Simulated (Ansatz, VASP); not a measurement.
**ZrH in VASP and in Ansatz**

POSCAR

```
ZrH
1.0
    3.2427917000      0.0000000000      0.0000000000
    0.0000000000      3.2427917000      0.0000000000
    0.0000000000      0.0000000000      4.9480000000
Zr H
2 2
Direct
    0.0000000000      0.5000000000      0.0000000000
    0.5000000000      0.0000000000      0.5000000000
    0.0000000000      0.0000000000      0.7500000000
    0.0000000000      0.0000000000      0.2500000000
```

INCAR.step1

```
SYSTEM = ZrH
  PREC = Accurate
  ENCUT = 600
  ISMEAR = -1
  SIGMA = 0.1
  LREAL = .False.
  LASPH = .True.
  NELM = 100
  GGA = PE
  ALGO = Normal
  EDIFF = 1E-4
  LWAVE = .True.
  LCHARG = .False.
```

The input INCAR.step2:

```
SYSTEM = ZrH
  PREC = Accurate
  ENCUT = 600
  EDIFF = 1E-6
  ISMEAR = -1
  SIGMA = 0.1
  LREAL = .False.
  LASPH = .True.
  NELM = 100
  ALGO = Normal
  ISIF = 3
  LWAVE = .False.
  LCHARG = .False.
  METAGGA = R2SCAN
  LMIXTAU = .True.
  IBRION = 2
  NSW = 80
  EDIFFG = -0.01
  ISTART = 1
```

Contents of KPOINTS:

```
Automatic mesh
0
Gamma
  10 10 7
  0 0 0
```

Input for Ansatz:

```yaml
crystal:
  lattice:
    - [3.2427917, 0.0, 0.0]
    - [0.0, 3.2427917, 0.0]
    - [0.0, 0.0, 4.948]
  atoms:
    - { symbol: Zr, position: [0.0, 0.5, 0.0] }
    - { symbol: Zr, position: [0.5, 0.0, 0.5] }
    - { symbol: H, position: [0.0, 0.0, 0.75] }
    - { symbol: H, position: [0.0, 0.0, 0.25] }
  symmetry: { tolerance: 0.0003 }
hamiltonian:
  xc: r2scan
  pseudopotentials: { kind: paw, azcp: { folder: soft_1 } }
basis:
  ecutwfc: 500
magnetization:
  spin_polarized: false
scf:
  occupations: { method: fermi_dirac, width: 0.1 }
kpoints:
  mp_grid: { grid: [10, 10, 7], shift: [0, 0, 0] }
output:
  forces: true
  stress: true
  eigenvalues: true
relax:
  max_steps: 60
  cell: {}
```

Alike in both runs: task relaxation of cell and atoms; functional r2SCAN; k mesh 10 × 10 × 7; occupations fermi-dirac, width 0.1 eV; no spin polarisation.

|  | VASP | Ansatz |
| --- | --- | --- |
| version | VASP 6.6.1 | Ansatz 0.2.0 |
| potentials or method | VASP PAW PBE potentials, release 64 (Zr_sv, H), cutoff 600 eV | PAW plane waves |
| valence electrons in the cell | 26 | 26 |

|  | VASP | Ansatz | Ansatz less VASP |
| --- | --- | --- | --- |
| gap on the k mesh at the Fermi level, each at its own relaxed structure (eV) | none | none | - |
| relaxed volume (Å³/atom) | 13.12 | 13.12 | 0.000 |
| relaxed cell length with the largest relative difference (Å) | 4.965 | 4.970 | +0.0051 |

VASP's potentials were made for PBE, not for r2SCAN. A gap of «none» marks a metal or a gap that the smearing closes.
